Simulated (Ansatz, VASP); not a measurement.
# TiSb in VASP and in Ansatz

The input INCAR:

```
PREC = Accurate
ENCUT = 520
EDIFF = 1E-7
ISMEAR = -1
SIGMA = 0.03
LREAL = False
LASPH = True
NELM = 60
ALGO = Normal
ISIF = 2
LWAVE = False
LCHARG = True
GGA = CA
LELF = True
LVHAR = True
NBANDS = 25
```

KPOINTS

```
Automatic mesh
0
Gamma
  12 12 7
```

POSCAR

```
TiSb
1.0
    4.1837763938      0.0000000000      0.0000000000
   -2.0918881970      3.6232566408      0.0000000000
    0.0000000000      0.0000000000      6.4068391310
Ti Sb
2 2
Direct
    0.0000000000      0.0000000000      0.0000000000
    0.0000000000      0.0000000000      0.5000000000
    0.3333333333      0.6666666667      0.2500000000
    0.6666666667      0.3333333333      0.7500000000
```

Input for Ansatz:

```yaml
crystal:
  lattice:
    - [4.1837763938, 0.0, 0.0]
    - [-2.091888197, 3.6232566408, 0.0]
    - [0.0, 0.0, 6.406839131]
  atoms:
    - { symbol: Ti, position: [0.0, 0.0, 0.0] }
    - { symbol: Ti, position: [0.0, 0.0, 0.5] }
    - { symbol: Sb, position: [0.3333333333, 0.6666666667, 0.25] }
    - { symbol: Sb, position: [0.6666666667, 0.3333333333, 0.75] }
kpoints:
  mp_grid: { grid: [12, 12, 7] }
  band_path:
    path:
      - [0.0, 0.0, 0.0]
      - [0.5, 0.0, 0.0]
      - [0.3333333333, 0.3333333333, 0.0]
      - [0.0, 0.0, 0.0]
      - [0.0, 0.0, 0.5]
      - [0.5, 0.0, 0.5]
      - [0.3333333333, 0.3333333333, 0.5]
      - [0.0, 0.0, 0.5]
      - [0.5, 0.0, 0.5]
    npoints: 5
scf:
  occupations: { method: fermi_dirac, width: 0.03 }
hamiltonian:
  xc: lda
  pseudopotentials: { kind: all_electron, lapw: { basis_error: 0.001 } }
output:
  forces: true
  stress: true
  eigenvalues: true
```

Change from the starting cell: volume scaled by 1.06.

Alike in both runs: task single point; functional LDA; k mesh 12 × 12 × 7; occupations fermi-dirac, width 0.03 eV; no spin polarisation.

```csv
,VASP,Ansatz
version,VASP 6.6.1,Ansatz 0.2.0
potentials or method,"VASP PAW LDA potentials, release 64 (Ti_sv, Sb), cutoff 520 eV","all-electron LAPW, scalar-relativistic"
```

```csv
,VASP,Ansatz,Ansatz less VASP
pressure (GPa),-11.7,-11.9,-0.19
"traceless stress, the component that is largest in VASP (GPa)",-0.66,-0.69,-0.031
```

LDA's correlation is that of Perdew and Zunger in VASP and of Perdew and Wang (1992) in Ansatz. Ansatz ran all-electron here, and VASP with PAW potentials.

Spin-orbit coupling is off throughout.
